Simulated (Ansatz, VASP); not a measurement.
**Fe in VASP and in Ansatz**

File INCAR:

```
SYSTEM = Fe
PREC     = Accurate       ! precision mode
ENCUT    = 520            ! plane-wave cutoff, eV
EDIFF    = 1E-7           ! SCF threshold, eV
ISMEAR   = -1             ! smearing method
SIGMA    = 0.05           ! smearing width, eV
LREAL    = .False.        ! projectors in reciprocal space
LASPH    = .True.         ! aspherical terms in the spheres
NELM     = 150            ! most SCF steps
ALGO     = Normal         ! electronic algorithm
ISIF     = 2              ! what is computed and relaxed
LWAVE    = .False.        ! write WAVECAR
LCHARG   = .False.        ! write CHGCAR
ISPIN    = 2              ! spin polarisation
MAGMOM   = 3              ! initial moments
LORBIT   = 11             ! projections on sites
LMAXMIX  = 4              ! l up to which the mixer works
GGA      = PE             ! functional
NBANDS   = 14             ! bands
```

The input KPOINTS:

```
Automatic mesh
0
Gamma
  16 16 16
  0 0 0
```

Contents of POSCAR:

```
Fe
1.0
    0.0000000000      1.9417396906      1.9651051623
    1.4984397099      0.0000000000      1.9651051623
    1.4984397099      1.9417396906      0.0000000000
Fe
1
Direct
    0.0000000000      0.0000000000      0.0000000000
```

Input for Ansatz:

```yaml
crystal:
  lattice:
    - [0.0, 1.9417396906, 1.9651051623]
    - [1.4984397099, 0.0, 1.9651051623]
    - [1.4984397099, 1.9417396906, 0.0]
  atoms:
    - { symbol: Fe, position: [0.0, 0.0, 0.0], spin: 3.0 }
magnetization:
  spin_polarized: true
kpoints:
  mp_grid: { grid: [16, 16, 16] }
  band_path:
    path:
      - [0.0, 0.0, 0.0]
      - [0.5, 0.0, 0.5]
      - [0.5, 0.246480624, 0.746480624]
      - [0.5, 0.753519376, 0.253519376]
      - [0.5, 0.5, 0.0]
      - [0.9257107586, 0.5, 0.4257107586]
      - [0.0742892414, 0.5, 0.5742892414]
      - [0.0, 0.5, 0.5]
      - [0.076087883, 0.576087883, 0.5]
    npoints: 14
scf:
  occupations: { method: fermi_dirac, width: 0.05 }
hamiltonian:
  xc: pbe
  pseudopotentials: { kind: all_electron, lapw: { basis_error: 0.0005 } }
output:
  forces: true
  stress: true
  eigenvalues: true
  populations: true
  dos: { projected: true, de: 0.2, e_range: [-14, 8] }
```

Alike in both runs: task single point; functional PBE; k mesh 16 × 16 × 16; occupations fermi-dirac, width 0.05 eV; collinear spin.

```csv
,VASP,Ansatz
version,VASP 6.6.1,Ansatz 0.2.0
potentials or method,"VASP PAW PBE potentials, release 64 (Fe), cutoff 520 eV","all-electron LAPW, scalar-relativistic"
```

VASP gave:

| Quantity | Value |
| --- | --- |
| pressure (GPa) | -0.4 |
| traceless stress, the component that is largest in VASP (GPa) | -5.38 |
| net moment per atom (μB) | 2.23 |
| size of the moment on the site where the two differ most (μB) | 2.23 |

Which values does Ansatz return?

Pressure (GPa): -0.6; traceless stress, the component that is largest in VASP (GPa): -5.44; net moment per atom (μB): 2.20; size of the moment on the site where the two differ most (μB): 2.25.

Site moments also hang on the region over which each program counts them. Ansatz ran all-electron here, and VASP with PAW potentials.
